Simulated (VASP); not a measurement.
# C (P6_3/mmc) in VASP: notebook

Runs on C. Level: PBEsol. Tasks: relaxation of the atoms, single point.

Program: VASP 6.6.1. These are calculated values, not measurements. Logs are shortened: lines on timing, memory, paths and dates and some standing lists are left out, and cuts for length are marked.

## (1) The cell of the first run

It takes space group P6_3/mmc (No. 194, hexagonal). Conventional cell: a = 2.499 Å, b = 2.499 Å, c = 4.119 Å, α = 90.00°, β = 90.00°, γ = 120.00°. C (site symmetry 3m) has 4 C at 1.53 to 1.54 Å within 2.0 Å.

## (2) Relaxation of the atoms, PBEsol (strained cell)

Contents of INCAR:

```
SYSTEM = C
ALGO = Normal ; EDIFF = 1E-7
EDIFFG = -0.002 ; ENCUT = 520
GGA = PS ; IBRION = 2
ISIF = 2 ; ISMEAR = 0
LASPH = .TRUE. ; LCHARG = .FALSE.
LREAL = .FALSE. ; LWAVE = .FALSE.
NELM = 80 ; NSW = 60
PREC = Accurate ; SIGMA = 0.02
```

Contents of KPOINTS:

```
k-points
0
G
  9 9 6
  0 0 0
```

Contents of POSCAR:

```
C
1.0
    2.4991218368      0.0000000000      0.0000000000
   -1.2495609184      2.1643029978      0.0000000000
    0.0000000000      0.0000000000      4.1189829197
C
4
Direct
    0.3333333333      0.6666666667     -0.0002610710
    0.6666666667      0.3333333333      0.4997389290
    0.3333333333      0.6666666667      0.3742610710
    0.6666666667      0.3333333333      0.8742610710
```

Potentials or basis: VASP PAW PBE potentials, release 64 (C).

Launch:

```bash
cat potpaw_PBE.64/C/POTCAR > POTCAR
mpirun -np 1 vasp_std > vasp.out
```

OUTCAR:

```text
SYSTEM = C
   EDIFF = 1E-7
   EDIFFG = -0.002
   ENCUT = 520
   GGA = PS
   IBRION = 2
   ISIF = 2
   ISMEAR = 0
   LASPH = .TRUE.
   LREAL = .FALSE.
   NELM = 80
   NSW = 60
   PREC = Accurate

 ion  position               nearest neighbor table
   1  0.333  0.667  1.000-   4 1.53   4 1.53   4 1.53   3 1.54
   2  0.667  0.333  0.500-   3 1.53   3 1.53   3 1.53   4 1.54
   3  0.333  0.667  0.374-   2 1.53   2 1.53   2 1.53   1 1.54
   4  0.667  0.333  0.874-   1 1.53   1 1.53   1 1.53   2 1.54

  LATTYP: Found a hexagonal cell.
 ALAT       =     2.4991218368
 C/A-ratio  =     1.6481721135

  Lattice vectors:

 A1 = (   2.4991218368,   0.0000000000,   0.0000000000)
 A2 = (  -1.2495609184,   2.1643029978,   0.0000000000)
 A3 = (   0.0000000000,   0.0000000000,   4.1189829197)

Analysis of symmetry for initial positions (statically):
=====================================================================
 Subroutine PRICEL returns:
 Original cell was already a primitive cell.

 Routine SETGRP: Setting up the symmetry group for a
 hexagonal supercell.

 Subroutine GETGRP returns: Found 24 space group operations
 (whereof  6 operations were pure point group operations)
 out of a pool of 24 trial point group operations.

The static configuration has the point symmetry C_3v.
 The point group associated with its full space group is D_6h.

Analysis of symmetry for dynamics (positions and initial velocities):
=====================================================================
 Subroutine PRICEL returns:
 Original cell was already a primitive cell.

 Routine SETGRP: Setting up the symmetry group for a
 hexagonal supercell.

 Subroutine GETGRP returns: Found 24 space group operations
 (whereof  6 operations were pure point group operations)
 out of a pool of 24 trial point group operations.

The dynamic configuration has the point symmetry C_3v.
 The point group associated with its full space group is D_6h.

 Subroutine INISYM returns: Found 24 space group operations
 (whereof  6 operations are pure point group operations),
 and found     1 'primitive' translations

----------------------------------------------------------------------------------------

                                     Primitive cell

  volume of cell :      22.2790

  direct lattice vectors                    reciprocal lattice vectors
     2.499121837  0.000000000  0.000000000     0.400140555  0.231021257  0.000000000
    -1.249560918  2.164302998  0.000000000     0.000000000  0.462042515  0.000000000
     0.000000000  0.000000000  4.118982920     0.000000000  0.000000000  0.242778380

  length of vectors
     2.499121837  2.499121837  4.118982920     0.462042515  0.462042515  0.242778380

  position of ions in fractional coordinates (direct lattice)
     0.333333333  0.666666667  0.999738929
     0.666666667  0.333333333  0.499738929
     0.333333333  0.666666667  0.374261071
     0.666666667  0.333333333  0.874261071

  ion indices of the primitive-cell ions
   primitive index   ion index
                 1           1
                 2           2
                 3           3
                 4           4

----------------------------------------------------------------------------------------

 KPOINTS: k-points

Automatic generation of k-mesh.
 Grid dimensions read from file:
 generate k-points for:    9    9    6

 Generating k-lattice:

  Cartesian coordinates                     Fractional coordinates (reciprocal lattice)
     0.044460062  0.025669029  0.000000000     0.111111111  0.000000000  0.000000000
     0.000000000  0.051338057  0.000000000     0.000000000  0.111111111  0.000000000
     0.000000000  0.000000000  0.040463063     0.000000000  0.000000000  0.166666667

  Length of vectors
     0.051338057  0.051338057  0.040463063

  Shift w.r.t. Gamma in fractional coordinates (k-lattice)
     0.000000000  0.000000000  0.000000000

 Subroutine IBZKPT returns following result:
 ===========================================

 Found     48 irreducible k-points:

 Following reciprocal coordinates:
            Coordinates               Weight
  0.000000  0.000000  0.000000      1.000000
  0.111111 -0.000000  0.000000      6.000000
  0.222222 -0.000000  0.000000      6.000000
  0.333333 -0.000000  0.000000      6.000000
  0.444444 -0.000000  0.000000      6.000000
  0.111111  0.111111  0.000000      6.000000
[... 16 lines left out ...]
  0.333333  0.222222  0.166667     24.000000
  0.333333  0.333333  0.166667      4.000000
 [... further k-points ...]
   k-points           NKPTS =     48   k-points in BZ     NKDIM =     48   number of bands    NBANDS=     12
   number of dos      NEDOS =    301   number of ions     NIONS =      4
   total plane-waves  NPLWV =  12800
   dimension x,y,z NGX =    20 NGY =   20 NGZ =   32
   dimension x,y,z NGXF=    40 NGYF=   40 NGZF=   64
   ions per type =               4
   NGX,Y,Z   is equivalent  to a cutoff of  13.30, 13.30, 12.92 a.u.
   NGXF,Y,Z  is equivalent  to a cutoff of  26.61, 26.61, 25.83 a.u.
 SYSTEM =  C
   PREC   = accura    normal or accurate (medium, high low for compatibility)
   ISTART =      0    job   : 0-new  1-cont  2-samecut
   ICHARG =      2    charge: 1-file 2-atom 10-const
   ISPIN  =      1    spin polarized calculation?
   LNONCOLLINEAR =      F non collinear calculations
   LSORBIT =      F    spin-orbit coupling
   LASPH  =      T    aspherical Exc in radial PAW
   ENCUT  =  520.0 eV  38.22 Ry    6.18 a.u.   4.65  4.65  7.66*2*pi/ulx,y,z
   NELM   =     80;   NELMIN=  2; NELMDL= -5     # of ELM steps
   EDIFF  = 0.1E-06   stopping-criterion for ELM
   LREAL  =      F    real-space projection
   EDIFFG = -.2E-02   stopping-criterion for IOM
   NSW    =     60    number of steps for IOM
   IBRION =      2    ionic relax: 0-MD 1-quasi-New 2-CG
   NFREE  =      1    steps in history (QN), initial steepest desc. (CG)
   ISIF   =      2    stress and relaxation
   ISYM   =      2    0-nonsym 1-usesym 2-fastsym
   POTIM  = 0.5000    time-step for ionic-motion
   TEBEG  =    0.0;   TEEND  =   0.0 temperature during run
   PSTRESS=    0.0 pullay stress
   NELECT =      16.0000    total number of electrons
   NUPDOWN=      -1.0000    fix difference up-down
   EMIN   =  10.00;   EMAX   =-10.00  energy-range for DOS
   EFERMI =   0.00;   METHOD = LEGACY
   ISMEAR =     0;   SIGMA  =   0.02  broadening in eV -4-tet -1-fermi 0-gaus
   EFERMI_NEDOS =   21; number of points for ismear=-14 and -15
   IALGO  =     38    algorithm
   IMIX   =      4    mixing-type and parameters
     AMIX     =   0.40;   BMIX     =  1.00
     AMIX_MAG =   1.60;   BMIX_MAG =  1.00
  volume/ion in A,a.u.               =       5.57        37.59
  Fermi-wavevector in a.u.,A,eV,Ry     =   1.466053  2.770438 29.243156  2.149311
  Thomas-Fermi vector in A             =   2.581836
   LORBIT       =      0    0 simple, 1 ext, 2 COOP (PROOUT), +10 PAW based schemes
   GGA     = PS    functional components
   LHFCALC =     F    Hartree Fock is set to
   AEXX    =    0.0000 exact exchange contribution
   IVDW    =     0    specifies the selected vdW correction
   LEPSILON=     F    determine dielectric tensor
   LRPA    =     F    only Hartree local field effects (RPA)
 conjugate gradient relaxation of ions
 non-spin polarized calculation
 Gauss-broadening in eV      SIGMA  =   0.02
  energy-cutoff  :      520.00
  volume of cell :       22.28
 maximum number of plane-waves:       616
 NGX is ok and might be reduce to    20
   NGX =  9   NGY =  9   NGZ = 15

--------------------------------------- Ionic step        1  -------------------------------------------

 number of electron      16.0000000 magnetization

 Free energy of the ion-electron system (eV)
  ---------------------------------------------------
  ext. energy  EPLUGINS =         0.00000000
  ---------------------------------------------------
  free energy    TOTEN  =       -38.39236794 eV

  energy without entropy =      -38.39236794  energy(sigma->0) =      -38.39236794

------------------------ aborting loop because EDIFF is reached ----------------------------------------

  FORCE on cell =-STRESS in cart. coord.  units (eV):
  Direction    XX          YY          ZZ          XY          YZ          ZX
  --------------------------------------------------------------------------------------
  -------------------------------------------------------------------------------------
  Total        0.1646327      0.1646327      2.0886897      0.0000000     -0.0000000      0.0000000
  in kB       11.8394411     11.8394411    150.2066064      0.0000000     -0.0000000      0.0000000
  external PRESSURE =      57.9618295 kB  Pullay stress =       0.0000000 kB
[... 61 lines left out ...]
  energy  without entropy=      -38.3923666176  energy(sigma->0) =      -38.39236662

--------------------------------------- Ionic step        3  -------------------------------------------

 number of electron      16.0000000 magnetization

 Free energy of the ion-electron system (eV)
  ---------------------------------------------------
  ext. energy  EPLUGINS =         0.00000000
  ---------------------------------------------------
  free energy    TOTEN  =       -38.39236813 eV

  energy without entropy =      -38.39236813  energy(sigma->0) =      -38.39236813

 E-fermi :  10.4264     XC(G=0): -13.5153

 val. band max:       10.2870532357   @ k =   0.0000   0.0000   0.0000
 cond. band min:      13.3126235710   @ k =   0.3333   0.3333   0.0000
 fundamental gap:      3.0255703353
 Fermi energy:        10.4263601411

 k-point     1 :       0.0000    0.0000    0.0000
  band No.  band energies     occupation
      1     -11.8154      2.00000
      2      -5.9400      2.00000
      3      -3.7360      2.00000
      4       7.0213      2.00000
      5       7.0213      2.00000
      6       9.7758      2.00000
      7      10.2871      2.00000
      8      10.2871      2.00000
      9      15.0956      0.00000
     10      15.0956      0.00000
     11      15.8862      0.00000
     12      18.3571      0.00000
[... 331 lines left out ...]
 k-point    24 :       0.3333    0.3333    0.1667
  band No.  band energies     occupation
      1      -4.4165      2.00000
      2      -4.4165      2.00000
      3      -0.9926      2.00000
      4      -0.3290      2.00000
      5      -0.3290      2.00000
      6       2.6703      2.00000
      7       3.8447      2.00000
      8       3.8447      2.00000
      9      14.1898      0.00000
     10      20.9381      0.00000
     11      20.9381      0.00000
     12      22.7691      0.00000

 [... further k-points ...]

------------------------ aborting loop because EDIFF is reached ----------------------------------------

  FORCE on cell =-STRESS in cart. coord.  units (eV):
  Direction    XX          YY          ZZ          XY          YZ          ZX
  --------------------------------------------------------------------------------------
  -------------------------------------------------------------------------------------
  Total        0.1645741      0.1645741      2.0896469      0.0000000     -0.0000000      0.0000000
  in kB       11.8352280     11.8352280    150.2754385      0.0000000     -0.0000000      0.0000000
  external PRESSURE =      57.9819648 kB  Pullay stress =       0.0000000 kB
[... 19 lines left out ...]
  FREE ENERGIE OF THE ION-ELECTRON SYSTEM (eV)
  ---------------------------------------------------
  free  energy   TOTEN  =       -38.3923681320 eV

  energy  without entropy=      -38.3923681320  energy(sigma->0) =      -38.39236813

 reached required accuracy - stopping structural energy minimisation
```

Run time: 8 s. Hardware: 1 thread of Intel Xeon 6975P-C (Granite Rapids), shared host; peak memory 0.13 GiB.

What came out:

| Property | Result |
| --- | --- |
| Free energy | -38.3924 eV |
| Energy gained by relaxing | 0.0 meV/atom |
| Ionic steps | 3 |
| Pressure after relaxing | 5.8 GPa |
| Band gap on the k mesh | 3.03 eV, indirect (least direct gap 4.81 eV) |

Final structure:
```yaml
crystal:
  lattice:
    - [2.49912, 0.00000, 0.00000]
    - [-1.24956, 2.16430, 0.00000]
    - [0.00000, 0.00000, 4.11898]
  atoms:
    - { symbol: C, position: [0.33333, 0.66667, 0.99975] }
    - { symbol: C, position: [0.66667, 0.33333, 0.49975] }
    - { symbol: C, position: [0.33333, 0.66667, 0.37425] }
    - { symbol: C, position: [0.66667, 0.33333, 0.87425] }
```

Caveat: the cell differs from its parent crystal (strained cell); the PAW data sets were made with another functional, which shifts forces and pressure a little.

(Continued in part 2 of 2.)
